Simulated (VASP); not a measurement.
**SnSe2: relaxation of cell and atoms with r2SCAN**

The system is SnSe2.

```
Sn Se
1.0
     3.81100    0.00000    0.00000
    -1.90550    3.30042    0.00000
     0.00000    0.00000    6.13600
Sn Se
1 2
Direct
  0.00000 0.00000 0.00000
  0.66667 0.33333 0.75100
  0.33333 0.66667 0.24900
```

```yaml
Program: VASP 6.6.1
Task: relaxation of cell and atoms
Functional: r2SCAN
Potentials_or_basis: VASP PAW PBE potentials, release 64 (Sn_d, Se)
Cutoff: 600 eV
k_mesh: 8 × 8 × 5
Occupations: fermi-dirac, width 0.05 eV
Spin: no spin polarisation
Target_pressure: 2 GPa
Dipole_correction: no
Further_INCAR_settings: ALGO = Normal; EDIFF = 1e-07; IBRION = 2; EDIFFG = -0.01; NSW = 60; ISIF = 3
```

- Relaxed volume: 25.54 Å³/atom
- Relaxed cell: a = 3.814 Å, b = 3.814 Å, c = 6.083 Å, α = 90.00°, β = 90.00°, γ = 120.00°
- Space group after relaxing (to 0.05 Å): P-3m1 (No. 164)
- Energy change on relaxing (the enthalpy is what falls): -6.2 meV/atom
- Ionic steps: 13
- Pressure after relaxing: 2.0 GPa
- Largest force after relaxing: 0.010 eV/Å
- Band gap on the k mesh: 0.94 eV, indirect (least direct gap 1.44 eV)

Forces in eV/Å, atoms in the order of the input:
```
Sn   0.000  0.000  0.000
Se   0.000  0.000 -0.010
Se   0.000  0.000  0.010
```

Stress tensor (GPa, compression positive):
```
1.94 0.00 0.00
0.00 1.94 0.00
0.00 0.00 2.05
```

Step by step:
| step | energy change (eV) | largest force (eV/Å) | pressure (GPa) | volume (Å³) |
| --- | --- | --- | --- | --- |
| 1 | 0.0000 | 0.5329 | 3.66 | 77.18 |
| 2 | -0.0433 | 0.1668 | -0.14 | 80.19 |
| 3 | -0.0376 | 0.1364 | 1.48 | 78.81 |
| 4 | -0.0339 | 0.0814 | 1.75 | 78.20 |
| 5 | -0.0299 | 0.0469 | 1.93 | 77.83 |
| 6 | -0.0280 | 0.0549 | 2.01 | 77.60 |
| 7 | -0.0212 | 0.0787 | 2.28 | 76.92 |
| 8 | -0.0022 | 0.1240 | 2.88 | 75.54 |
| 9 | -0.0168 | 0.0942 | 2.44 | 76.55 |
| 10 | -0.0175 | 0.0727 | 2.32 | 76.57 |
| 11 | -0.0188 | 0.0135 | 1.98 | 76.63 |
| 12 | -0.0188 | 0.0121 | 1.97 | 76.63 |
| 13 | -0.0187 | 0.0096 | 1.98 | 76.62 |

Final structure:
```
Sn Se
1.0
     3.81380    0.00000    0.00000
    -1.90690    3.30285    0.00000
     0.00000    0.00000    6.08259
Sn Se
1 2
Cartesian
  0.0000 0.0000 0.0000
  1.9069 1.1009 4.5107
  0.0000 2.2019 1.5719
```

Levels at points of the mesh, in eV from the valence-band top:
```
           k point  band 10  band 11  band 12  band 13  band 14  band 15  band 16  band 17
(0.00, 0.00, 0.00)    -0.66    -0.42    -0.42    -0.05     1.39     3.52     5.04     5.04
(0.50, 0.00, 0.00)    -3.13    -2.68    -1.42    -0.32     1.43     4.19     5.65     5.70
```

Wall time 27 min on 1 thread of Intel(R) Xeon(R) Platinum 8488C (Sapphire Rapids) (shared host), peak memory 0.26 GiB.

Caveat: the cell is relaxed towards a set pressure, so the enthalpy falls and the energy may rise; the PAW data sets were made with another functional, which shifts forces and pressure a little; spin-orbit coupling is left out, which moves the levels of the heavy elements. A k mesh can miss the band edges.
